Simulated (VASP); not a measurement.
# SiC (P1) in VASP: a series of runs

The runs below take SiC through single point, with PBE.

Everything below comes from runs of VASP 6.6.1. Logs are shortened: lines on timing, memory, paths and dates and some standing lists are left out, and cuts for length are marked.

## Step 1: The cell of the first run

The typed cell holds 8 atoms: a = 6.157 Å, b = 6.157 Å, c = 3.079 Å, α = 60.00°, β = 60.00°, γ = 60.00°.

## Step 2: Single point, PBE

The input, INCAR:

```
ALGO = Normal
EDIFF = 1E-6
ENCUT = 600
GGA = PE
GGA_COMPAT = False
ISIF = 2
ISMEAR = 0
LASPH = True
LCHARG = True
LELF = True
LREAL = False
LVHAR = True
LWAVE = False
NBANDS = 26
NELM = 120
PREC = Accurate
SIGMA = 0.01
```

The input, KPOINTS:

```
k-points
0
Gamma
  1 1 1
```

The input, POSCAR:

```
SiC
1.0
    0.0000000000      4.3539940000      4.3539940000
    4.3539940000      0.0000000000      4.3539940000
    2.1769970000      2.1769970000      0.0000000000
Si C
4 4
Direct
    0.1401890000      0.1206940000      0.2551300000
    0.1223060000      0.6201180000      0.2360380000
    0.6191100000      0.1277410000      0.2428870000
    0.6201710000      0.6267440000      0.2529870000
    0.0009520000      0.0054250000     -0.0182170000
   -0.0054820000      0.4966710000     -0.0037260000
    0.4792270000      0.0077350000     -0.0050910000
    0.5003430000      0.4944490000      0.0024890000
```

Potentials or basis: VASP PAW PBE potentials, release 64 (Si, C).

Started as:

```console
$ cat potpaw_PBE.64/Si/POTCAR potpaw_PBE.64/C/POTCAR > POTCAR
$ mpirun -np 1 vasp_gam > vasp.out
```

OUTCAR:

```text
EDIFF = 1E-6
   ENCUT = 600
   GGA = PE
   ISIF = 2
   ISMEAR = 0
   LASPH = True
   LREAL = False
   NELM = 120
   PREC = Accurate

 ion  position               nearest neighbor table
   1  0.140  0.121  0.255-   7 1.71   5 1.83   6 1.90   5 1.97   3 2.95   2 2.99   4 3.00   3 3.04
                             2 3.05   2 3.11   3 3.13
   2  0.122  0.620  0.236-   6 1.87   8 1.90   6 1.91   5 1.94   1 2.99   3 3.05   4 3.05   4 3.05
                             1 3.05   1 3.11   4 3.11   3 3.11   4 3.11
   3  0.619  0.128  0.243-   8 1.84   7 1.89   5 1.92   7 1.93   1 2.95   1 3.04   2 3.05   4 3.06
                             4 3.07   4 3.09   4 3.10   2 3.11   1 3.13
   4  0.620  0.627  0.253-   6 1.88   8 1.88   8 1.90   7 1.92   1 3.00   2 3.05   2 3.05   3 3.06
                             3 3.07   3 3.09   3 3.10   2 3.11   2 3.11
   5  0.001  0.005  0.982-   1 1.83   3 1.92   2 1.94   1 1.97
   6  0.995  0.497  0.996-   2 1.87   4 1.88   1 1.90   2 1.91
   7  0.479  0.008  0.995-   1 1.71   3 1.89   4 1.92   3 1.93
   8  0.500  0.494  0.002-   3 1.84   4 1.88   4 1.90   2 1.90

  LATTYP: Found a base centered orthorhombic cell.
 ALAT       =     6.1574773653
 B/A-ratio  =     1.4142135624
 C/A-ratio  =     0.5000000000

  Lattice vectors:

 A1 = (  -2.1769970000,   2.1769970000,  -4.3539940000)
 A2 = (  -2.1769970000,   2.1769970000,   4.3539940000)
 A3 = (   2.1769970000,   2.1769970000,   0.0000000000)

Analysis of symmetry for initial positions (statically):
=====================================================================
 Subroutine PRICEL returns:
 Original cell was already a primitive cell.

 Routine SETGRP: Setting up the symmetry group for a
 base centered orthorhombic supercell.

 Subroutine GETGRP returns: Found  1 space group operations
 (whereof  1 operations were pure point group operations)
 out of a pool of  8 trial point group operations.

The static configuration has the point symmetry C_1 .

Analysis of symmetry for dynamics (positions and initial velocities):
=====================================================================
 Subroutine PRICEL returns:
 Original cell was already a primitive cell.

 Routine SETGRP: Setting up the symmetry group for a
 base centered orthorhombic supercell.

 Subroutine GETGRP returns: Found  1 space group operations
 (whereof  1 operations were pure point group operations)
 out of a pool of  8 trial point group operations.

The dynamic configuration has the point symmetry C_1 .

 Subroutine INISYM returns: Found  1 space group operations
 (whereof  1 operations are pure point group operations),
 and found     1 'primitive' translations

----------------------------------------------------------------------------------------

                                     Primitive cell

  volume of cell :      82.5398

  direct lattice vectors                    reciprocal lattice vectors
     0.000000000  4.353994000  4.353994000    -0.114837090  0.114837090  0.114837090
     4.353994000  0.000000000  4.353994000     0.114837090 -0.114837090  0.114837090
     2.176997000  2.176997000  0.000000000     0.229674180  0.229674180 -0.229674180

  length of vectors
     6.157477365  6.157477365  3.078738683     0.198903674  0.198903674  0.397807348

  position of ions in fractional coordinates (direct lattice)
     0.140189000  0.120694000  0.255130000
     0.122306000  0.620118000  0.236038000
     0.619110000  0.127741000  0.242887000
     0.620171000  0.626744000  0.252987000
     0.000952000  0.005425000  0.981783000
     0.994518000  0.496671000  0.996274000
     0.479227000  0.007735000  0.994909000
     0.500343000  0.494449000  0.002489000

  ion indices of the primitive-cell ions
   primitive index   ion index
                 1           1
                 2           2
                 3           3
                 4           4
                 5           5
                 6           6
                 7           7
                 8           8

----------------------------------------------------------------------------------------

 KPOINTS: k-points

Automatic generation of k-mesh.
 Grid dimensions read from file:
 generate k-points for:    1    1    1

 Generating k-lattice:

  Cartesian coordinates                     Fractional coordinates (reciprocal lattice)
    -0.114837090  0.114837090  0.114837090     1.000000000  0.000000000  0.000000000
     0.114837090 -0.114837090  0.114837090     0.000000000  1.000000000  0.000000000
     0.229674180  0.229674180 -0.229674180     0.000000000  0.000000000  1.000000000

  Length of vectors
     0.198903674  0.198903674  0.397807348

  Shift w.r.t. Gamma in fractional coordinates (k-lattice)
     0.000000000  0.000000000  0.000000000

 Subroutine IBZKPT returns following result:
 ===========================================

 Found      1 irreducible k-points:

 Following reciprocal coordinates:
            Coordinates               Weight
  0.000000  0.000000  0.000000      1.000000
   k-points           NKPTS =      1   k-points in BZ     NKDIM =      1   number of bands    NBANDS=     26
   number of dos      NEDOS =    301   number of ions     NIONS =      8
   total plane-waves  NPLWV =  70000
   dimension x,y,z NGX =    50 NGY =   50 NGZ =   28
   dimension x,y,z NGXF=   100 NGYF=  100 NGZF=   56
   ions per type =               4   4
   NGX,Y,Z   is equivalent  to a cutoff of  13.50, 13.50, 15.12 a.u.
   NGXF,Y,Z  is equivalent  to a cutoff of  27.00, 27.00, 30.24 a.u.
 SYSTEM =  unknown system
   PREC   = accura    normal or accurate (medium, high low for compatibility)
   ISTART =      0    job   : 0-new  1-cont  2-samecut
   ICHARG =      2    charge: 1-file 2-atom 10-const
   ISPIN  =      1    spin polarized calculation?
   LNONCOLLINEAR =      F non collinear calculations
   LSORBIT =      F    spin-orbit coupling
   LASPH  =      T    aspherical Exc in radial PAW
   ENCUT  =  600.0 eV  44.10 Ry    6.64 a.u.  12.30 12.30  6.15*2*pi/ulx,y,z
   NELM   =    120;   NELMIN=  2; NELMDL= -5     # of ELM steps
   EDIFF  = 0.1E-05   stopping-criterion for ELM
   LREAL  =      F    real-space projection
   EDIFFG = 0.1E-04   stopping-criterion for IOM
   NSW    =      0    number of steps for IOM
   IBRION =     -1    ionic relax: 0-MD 1-quasi-New 2-CG
   NFREE  =      0    steps in history (QN), initial steepest desc. (CG)
   ISIF   =      2    stress and relaxation
   ISYM   =      2    0-nonsym 1-usesym 2-fastsym
   POTIM  = 0.5000    time-step for ionic-motion
   TEBEG  =    0.0;   TEEND  =   0.0 temperature during run
   PSTRESS=    0.0 pullay stress
   NELECT =      32.0000    total number of electrons
   NUPDOWN=      -1.0000    fix difference up-down
   EMIN   =  10.00;   EMAX   =-10.00  energy-range for DOS
   EFERMI =   0.00;   METHOD = LEGACY
   ISMEAR =     0;   SIGMA  =   0.01  broadening in eV -4-tet -1-fermi 0-gaus
   EFERMI_NEDOS =   21; number of points for ismear=-14 and -15
   IALGO  =     38    algorithm
   IMIX   =      4    mixing-type and parameters
     AMIX     =   0.40;   BMIX     =  1.00
     AMIX_MAG =   1.60;   BMIX_MAG =  1.00
  volume/ion in A,a.u.               =      10.32        69.63
  Fermi-wavevector in a.u.,A,eV,Ry     =   1.193723  2.255810 19.387966  1.424975
  Thomas-Fermi vector in A             =   2.329731
   LORBIT       =      0    0 simple, 1 ext, 2 COOP (PROOUT), +10 PAW based schemes
   GGA     = PE    functional components
   LHFCALC =     F    Hartree Fock is set to
   AEXX    =    0.0000 exact exchange contribution
   IVDW    =     0    specifies the selected vdW correction
   LEPSILON=     F    determine dielectric tensor
   LRPA    =     F    only Hartree local field effects (RPA)
 non-spin polarized calculation
 Gauss-broadening in eV      SIGMA  =   0.01
  energy-cutoff  :      600.00
  volume of cell :       82.54
 maximum number of plane-waves:      1397
 NGX is ok and might be reduce to    50
   NGX = 25   NGY = 25   NGZ = 13

 number of electron      32.0000000 magnetization

 Free energy of the ion-electron system (eV)
  ---------------------------------------------------
  ext. energy  EPLUGINS =         0.00000000
  ---------------------------------------------------
  free energy    TOTEN  =       -40.05364774 eV

  energy without entropy =      -40.05364774  energy(sigma->0) =      -40.05364774

 E-fermi :   9.2889     XC(G=0): -11.1646

 val. band max:        9.2314731650   @ k =   0.0000   0.0000   0.0000
 cond. band min:       9.6320826341   @ k =   0.0000   0.0000   0.0000
 fundamental gap:      0.4006094691
 Fermi energy:         9.2889368318

 k-point     1 :       0.0000    0.0000    0.0000
  band No.  band energies     occupation
      1      -6.9086      2.00000
      2      -3.2978      2.00000
      3      -2.9720      2.00000
      4      -1.5300      2.00000
      5      -0.3080      2.00000
      6      -0.0905      2.00000
      7       0.7125      2.00000
      8       5.3858      2.00000
      9       5.4945      2.00000
     10       7.5546      2.00000
     11       7.6588      2.00000
     12       7.7450      2.00000
     13       8.0255      2.00000
     14       8.7657      2.00000
     15       8.9812      2.00000
     16       9.2315      2.00000
     17       9.6321      0.00000
     18      12.6155      0.00000
     19      13.8458      0.00000
     20      13.9103      0.00000
     21      15.0050      0.00000
     22      15.2266      0.00000
     23      15.2449      0.00000
     24      15.4495      0.00000
     25      15.4677      0.00000
     26      15.6454      0.00000

------------------------ aborting loop because EDIFF is reached ----------------------------------------

  FORCE on cell =-STRESS in cart. coord.  units (eV):
  Direction    XX          YY          ZZ          XY          YZ          ZX
  --------------------------------------------------------------------------------------
  -------------------------------------------------------------------------------------
  Total       10.8705528     10.4813385      7.7036312      3.6216887      0.7683636     -1.2704251
  in kB      211.0079088    203.4528850    149.5349085     70.3004688     14.9146788    -24.6601755
  external PRESSURE =     187.9985674 kB  Pullay stress =       0.0000000 kB

 VOLUME and BASIS-vectors are now :
 -----------------------------------------------------------------------------
  energy-cutoff  :      600.00
  volume of cell :       82.54
      direct lattice vectors                 reciprocal lattice vectors
     0.000000000  4.353994000  4.353994000    -0.114837090  0.114837090  0.114837090
     4.353994000  0.000000000  4.353994000     0.114837090 -0.114837090  0.114837090
     2.176997000  2.176997000  0.000000000     0.229674180  0.229674180 -0.229674180

 POSITION                                       TOTAL-FORCE (eV/Angst)
 -----------------------------------------------------------------------------------
      1.08092      1.16580      1.13588         0.645810     -3.549294     -3.340870
      3.21384      1.04637      3.23251         0.967726      0.314689     -0.349706
      1.08495      3.22437      3.25178        -0.409139      0.142816     -0.074670
      3.27959      3.25097      5.42906        -0.681388      0.038964     -1.148259
      2.16096      2.14148      0.02777         0.277857      1.856801      0.554500
      4.33139      6.49901      6.49263         0.346693     -0.983781      1.205957
      2.19959      4.25247      2.12023        -1.311336      2.049237      1.823291
      2.15825      2.18391      4.33132         0.163777      0.130568      1.329757
 -----------------------------------------------------------------------------------
    total drift:                                0.000081     -0.000031      0.000225

  FREE ENERGIE OF THE ION-ELECTRON SYSTEM (eV)
  ---------------------------------------------------
  free  energy   TOTEN  =       -40.0536477364 eV

  energy  without entropy=      -40.0536477364  energy(sigma->0) =      -40.05364774
```

It took 17 s on 1 thread of AMD EPYC 7R43 (Zen 3), shared host; peak memory 0.18 GiB.

Results:

| Property | Result |
| --- | --- |
| Free energy | -40.0536 eV |
| Pressure | 18.8 GPa |
| Largest force | 4.917 eV/Å |

Forces in eV/Å, atoms in the order of the input:
```
Si   0.646 -3.549 -3.341
Si   0.968  0.315 -0.350
Si  -0.409  0.143 -0.075
Si  -0.681  0.039 -1.148
C    0.278  1.857  0.554
C    0.347 -0.984  1.206
C   -1.311  2.049  1.823
C    0.164  0.131  1.330
```

Stress tensor (GPa, compression positive):
```
21.10  7.03 -2.47
 7.03 20.35  1.49
-2.47  1.49 14.95
```

Caveat: the k points lie up to 2.04 Å⁻¹ apart; forces of over 1 eV/Å act on the atoms, so gaps and moduli don't describe the material at rest.

## Step 3: Single point, PBE

The input, INCAR:

```
SYSTEM = SiC
PREC = Accurate
ENCUT = 600
EDIFF = 1E-6
ISMEAR = 0
SIGMA = 0.01
LREAL = .False.
LASPH = .True.
NELM = 120
ALGO = Normal
ISIF = 2
LWAVE = .False.
LCHARG = .True.
GGA = PE
LELF = .True.
LVHAR = .True.
NBANDS = 26
GGA_COMPAT = .False.
```

The input, KPOINTS:

```
Automatic mesh
0
Gamma
  1 1 1
  0 0 0
```

POSCAR is that of step 2.

Potentials or basis: VASP PAW PBE potentials, release 64 (Si, C).

Started as:

```console
$ cat potpaw_PBE.64/Si/POTCAR potpaw_PBE.64/C/POTCAR > POTCAR
$ mpirun -np 1 vasp_gam > vasp.out
```

OUTCAR:

```text
SYSTEM = SiC
   PREC = Accurate
   ENCUT = 600
   EDIFF = 1E-6
   ISMEAR = 0
   LREAL = .False.
   LASPH = .True.
   NELM = 120
   ISIF = 2
   GGA = PE

 ion  position               nearest neighbor table
   1  0.140  0.121  0.255-   7 1.71   5 1.83   6 1.90   5 1.97   3 2.95   2 2.99   4 3.00   3 3.04
                             2 3.05   2 3.11   3 3.13
   2  0.122  0.620  0.236-   6 1.87   8 1.90   6 1.91   5 1.94   1 2.99   3 3.05   4 3.05   4 3.05
                             1 3.05   1 3.11   4 3.11   3 3.11   4 3.11
   3  0.619  0.128  0.243-   8 1.84   7 1.89   5 1.92   7 1.93   1 2.95   1 3.04   2 3.05   4 3.06
                             4 3.07   4 3.09   4 3.10   2 3.11   1 3.13
[... 225 lines left out ...]
  external PRESSURE =     187.9985674 kB  Pullay stress =       0.0000000 kB

 VOLUME and BASIS-vectors are now :
 -----------------------------------------------------------------------------
  energy-cutoff  :      600.00
  volume of cell :       82.54
      direct lattice vectors                 reciprocal lattice vectors
     0.000000000  4.353994000  4.353994000    -0.114837090  0.114837090  0.114837090
     4.353994000  0.000000000  4.353994000     0.114837090 -0.114837090  0.114837090
     2.176997000  2.176997000  0.000000000     0.229674180  0.229674180 -0.229674180

 POSITION                                       TOTAL-FORCE (eV/Angst)
 -----------------------------------------------------------------------------------
      1.08092      1.16580      1.13588         0.645810     -3.549294     -3.340870
      3.21384      1.04637      3.23251         0.967726      0.314689     -0.349706
      1.08495      3.22437      3.25178        -0.409139      0.142816     -0.074670
      3.27959      3.25097      5.42906        -0.681388      0.038964     -1.148259
      2.16096      2.14148      0.02777         0.277857      1.856801      0.554500
      4.33139      6.49901      6.49263         0.346693     -0.983781      1.205957
      2.19959      4.25247      2.12023        -1.311336      2.049237      1.823291
      2.15825      2.18391      4.33132         0.163777      0.130568      1.329757
 -----------------------------------------------------------------------------------
    total drift:                                0.000081     -0.000031      0.000225

  FREE ENERGIE OF THE ION-ELECTRON SYSTEM (eV)
  ---------------------------------------------------
  free  energy   TOTEN  =       -40.0536477364 eV

  energy  without entropy=      -40.0536477364  energy(sigma->0) =      -40.05364774
```

Wall time 13 s (1 thread of AMD EPYC 7R43 (Zen 3), shared host); peak memory 0.19 GiB.

Results:

```
Free energy   : -40.0536 eV
Pressure      : 18.8 GPa
Largest force : 4.917 eV/Å
```

Forces in eV/Å, atoms in the order of the input:
```
Si   0.646 -3.549 -3.341
Si   0.968  0.315 -0.350
Si  -0.409  0.143 -0.075
Si  -0.681  0.039 -1.148
C    0.278  1.857  0.554
C    0.347 -0.984  1.206
C   -1.311  2.049  1.823
C    0.164  0.131  1.330
```

Levels at points of the mesh, in eV from the Fermi level:
```tsv
k point	band 14	band 15	band 16	band 17	band 18	band 19
(0.00, 0.00, 0.00)	-0.52	-0.31	-0.06	0.34	3.33	4.56
```

Caveat: the k points lie up to 2.04 Å⁻¹ apart; forces of over 1 eV/Å act on the atoms, so gaps and moduli don't describe the material at rest.

## Step 4: Single point, PBE

The input, INCAR:

```
ALGO = Normal
EDIFF = 1E-6
ENCUT = 600
GGA = PE
GGA_COMPAT = False
ISIF = 2
ISMEAR = 0
LASPH = True
LCHARG = True
LELF = True
LREAL = False
LVHAR = True
LWAVE = False
NBANDS = 26
NELM = 120
PREC = Accurate
SIGMA = 0.01
```

The input, KPOINTS:

```
k-points
0
Gamma
  1 1 1
```

POSCAR is that of step 3.

Started as:

```console
$ cat potpaw_PBE.64/Si/POTCAR potpaw_PBE.64/C/POTCAR > POTCAR
$ mpirun -np 1 vasp_gam > vasp.out
```

It took 15 s on 1 thread of AMD EPYC 7R43 (Zen 3), shared host; peak memory 0.19 GiB.

The run converged. Its results:

```
Free energy   : -40.0536 eV
Pressure      : 18.8 GPa
Largest force : 4.917 eV/Å
```

Forces in eV/Å, atoms in the order of the input:
```
Si   0.646 -3.549 -3.341
Si   0.968  0.315 -0.350
Si  -0.409  0.143 -0.075
Si  -0.681  0.039 -1.148
C    0.278  1.857  0.554
C    0.347 -0.984  1.206
C   -1.311  2.049  1.823
C    0.164  0.131  1.330
```

Stress tensor (GPa, compression positive):
```
21.10  7.03 -2.47
 7.03 20.35  1.49
-2.47  1.49 14.95
```

Levels at points of the mesh, in eV from the Fermi level:
```tsv
k point	band 12	band 13	band 14	band 15	band 16	band 17	band 18	band 19	band 20	band 21
(0.00, 0.00, 0.00)	-1.54	-1.26	-0.52	-0.31	-0.06	0.34	3.33	4.56	4.62	5.72
```

Caveat: the k points lie up to 2.04 Å⁻¹ apart; forces of over 1 eV/Å act on the atoms, so gaps and moduli don't describe the material at rest.
